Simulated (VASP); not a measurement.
A run of VASP 6.6.1:

INCAR

```
SYSTEM = Be
ALGO     = Normal         ! electronic algorithm
EDIFF    = 1E-6           ! SCF threshold, eV
ENCUT    = 600            ! plane-wave cutoff, eV
GGA      = PS             ! functional
GGA_COMPAT= .False.      
ISIF     = 2              ! what is computed and relaxed
ISMEAR   = 1              ! smearing method
LASPH    = .True.         ! aspherical terms in the spheres
LCHARG   = .True.         ! write CHGCAR
LELF     = .True.         ! ELF
LREAL    = .False.        ! projectors in reciprocal space
LVHAR    = .True.       
LWAVE    = .False.        ! write WAVECAR
NBANDS   = 7              ! bands
NELM     = 120            ! most SCF steps
PREC     = Accurate       ! precision mode
SIGMA    = 0.05           ! smearing width, eV
```

KPOINTS

```
k-points
0
Gamma
  10 10 10
  0 0 0
```

Contents of POSCAR:

```
Be
1.0
   -1.2313424450      1.2313424450      1.2313424450
    1.2313424450     -1.2313424450      1.2313424450
    1.2313424450      1.2313424450     -1.2313424450
Be
1
Direct
    0.0000000000      0.0000000000      0.0000000000
```

Potentials or basis: VASP PAW PBE potentials, release 64 (Be).

Launch:

```console
$ cat potpaw_PBE.64/Be/POTCAR > POTCAR
$ mpirun -np 1 vasp_std > vasp.out
```

Hardware: 1 thread of Intel(R) Xeon(R) Platinum 8488C (Sapphire Rapids) (shared host).

Estimate the wall time of this run.

It took 2.6 s on 1 thread of Intel(R) Xeon(R) Platinum 8488C (Sapphire Rapids), on a shared host, peak memory 0.11 GiB. Counts: scf iterations 9, k points 47.
